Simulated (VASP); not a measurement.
Input of a VASP 6.6.1 run:

INCAR

```
PREC = Accurate ; ENCUT = 520
EDIFF = 1E-6 ; ISMEAR = -1
SIGMA = 0.02 ; LREAL = Auto
LASPH = T ; NELM = 100
ALGO = Normal ; ISIF = 2
LWAVE = F ; LCHARG = T
GGA = PS ; LELF = T
LVHAR = T ; NELECT = 74.0
NBANDS = 52
```

File KPOINTS:

```
regular mesh
0
Gamma
  2 2 2
```

Contents of POSCAR:

```
CuSi16
1.0
    0.0000000000      5.4300000000      5.4300000000
    5.4300000000      0.0000000000      5.4300000000
    5.4300000000      5.4300000000      0.0000000000
Si Cu
16 1
Direct
   -0.0664917127     -0.0073020258     -0.0222744015
   -0.0468968692      0.1697145488      0.1591804788
   -0.0821546961     -0.0340331492      0.5035359116
    0.0804235727      0.2117127072      0.6447697974
   -0.1941712707      0.5010773481      0.1835267035
    0.0790699816      0.6342265193      0.0549447514
    0.0937384899      0.5729834254      0.4145303867
    0.2187384899      0.6782780847      0.6784622468
    0.3709208103     -0.0649171271      0.1997974217
    0.5674953959      0.0816390424      0.1693554328
    0.4895119705     -0.1650000000      0.5458471455
    0.5259576427     -0.1035819521      0.8050552486
    0.4558563536      0.4730939227      0.0197237569
    0.4566022099      0.5653499079      0.3245948435
    0.3080202578      0.3240976059      0.6815193370
    0.7266758748      0.4555709024      0.7238397790
    0.7697605893      0.1458563536      0.7301657459
```

Potentials or basis: VASP PAW PBE potentials, release 64 (Si, Cu).

Launch:

```sh
$ cat potpaw_PBE.64/Si/POTCAR potpaw_PBE.64/Cu/POTCAR > POTCAR
$ mpirun -np 1 vasp_std > vasp.out
```

Problem. Estimate the largest force.

Solution. 3.469 eV/Å.

Forces in eV/Å, atoms in the order of the input:
```
Si   1.330  1.293  0.455
Si  -1.807  0.451  0.242
Si  -0.553  1.292 -1.347
Si  -0.950 -0.117  1.068
Si  -0.432  0.437  0.727
Si  -0.378  0.862  0.068
Si   0.562 -0.295 -0.392
Si  -0.040 -0.438 -0.011
Si  -0.745 -2.665 -2.093
Si   1.211  0.658  1.447
Si  -0.018  0.422  0.051
Si   0.291  0.149  0.508
Si   1.916  0.842 -1.065
Si  -0.248 -0.643 -1.186
Si   0.070  0.346  0.432
Si   0.180 -1.729  2.281
Cu  -0.389 -0.865 -1.185
```

Caveat: the k points lie up to 0.50 Å⁻¹ apart; the cell carries a net charge on a neutralising background, which shifts energy and pressure; the atoms stand as in a frame of molecular dynamics; the PAW data sets were made with another functional, which shifts forces and pressure a little.
